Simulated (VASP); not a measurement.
Here is a VASP 6.6.1 calculation.

Contents of POSCAR:

```
La2O3
1.0
    3.9307780000      0.0000000000      0.0000000000
   -1.9653890000      3.4041530000      0.0000000000
    0.0000000000      0.0000000000      6.1119540000
La O
2 3
Direct
    0.6666666667      0.3333333333      0.7537640000
    0.3333333333      0.6666666667      0.2462360000
    0.6666666667      0.3333333333      0.3541090000
    0.3333333333      0.6666666667      0.6458910000
    0.0000000000      0.0000000000      0.0000000000
```

File INCAR.step1:

```
PREC = Accurate
ENCUT = 520
ISMEAR = -1
SIGMA = 0.1
LREAL = False
LASPH = True
NELM = 60
NBANDS = 28
GGA = PE
ALGO = Normal
EDIFF = 1E-4
LWAVE = True
LCHARG = False
```

INCAR.step2

```
PREC = Accurate
ENCUT = 520
EDIFF = 1E-6
ISMEAR = -1
SIGMA = 0.1
LREAL = False
LASPH = True
NELM = 60
ALGO = Normal
ISIF = 2
LWAVE = False
LCHARG = False
METAGGA = R2SCAN
LMIXTAU = True
NBANDS = 28
ISTART = 1
```

The input KPOINTS:

```
regular mesh
0
Gamma
  6 6 4
```

Potentials or basis: VASP PAW PBE potentials, release 64 (La, O).

Command:

```sh
$ cat potpaw_PBE.64/La/POTCAR potpaw_PBE.64/O/POTCAR > POTCAR
$ cp INCAR.step1 INCAR
$ mpirun -np 1 vasp_std > vasp.out
$ cp INCAR.step2 INCAR
$ mpirun -np 1 vasp_std > vasp.out
```

(1) What does it give for the pressure?

(2) What does it give for the band gap on the k mesh?

Results:

(1) 0.2 GPa.

(2) 4.24 eV, indirect (least direct gap 4.36 eV).

Caveat: the PAW data sets were made with another functional, which shifts forces and pressure a little; spin-orbit coupling is left out, which moves the levels of the heavy elements.
